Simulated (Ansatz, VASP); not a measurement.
# AlV2C in VASP and in Ansatz

```
Al V C
1.0
     2.88007    0.00000    0.00000
    -1.44004    2.49422    0.00000
     0.00000    0.00000   13.03475
Al V C
2 4 2
Direct
  0.33333 0.66667 0.25000
  0.66667 0.33333 0.75000
  0.33333 0.66667 0.58510
  0.66667 0.33333 0.41490
  0.66667 0.33333 0.08510
  0.33333 0.66667 0.91490
  0.00000 0.00000 0.00000
  0.00000 0.00000 0.50000
```

Alike in both runs: functional PBEsol; k mesh 15 × 15 × 4; occupations fermi-dirac, width 0.15 eV; no spin polarisation.

Ansatz relaxed the structure, and its values are those at the end. VASP's run is a single point on that final structure, the one shown.

|  | VASP | Ansatz |
| --- | --- | --- |
| version | VASP 6.6.1 | Ansatz 0.2.0 |
| potentials or method | VASP PAW PBE potentials, release 64 (Al, V_sv, C), cutoff 520 eV | scalar-relativistic, plane waves, PAW |
| valence electrons in the cell | 66 | 66 |

```tsv
	VASP	Ansatz	Ansatz less VASP
gap on the k mesh at the Fermi level (eV)	none	none	-
pressure (GPa)	0.4	0.0	-0.38
rms of the force components (eV/Å)	0.014	0.000	-0.0143
```

VASP's potentials were made for PBE, not for PBEsol. A gap of «none» marks a metal or a gap that the smearing closes. With one functional, cell and mesh, what is left measures potentials, basis and numerics.
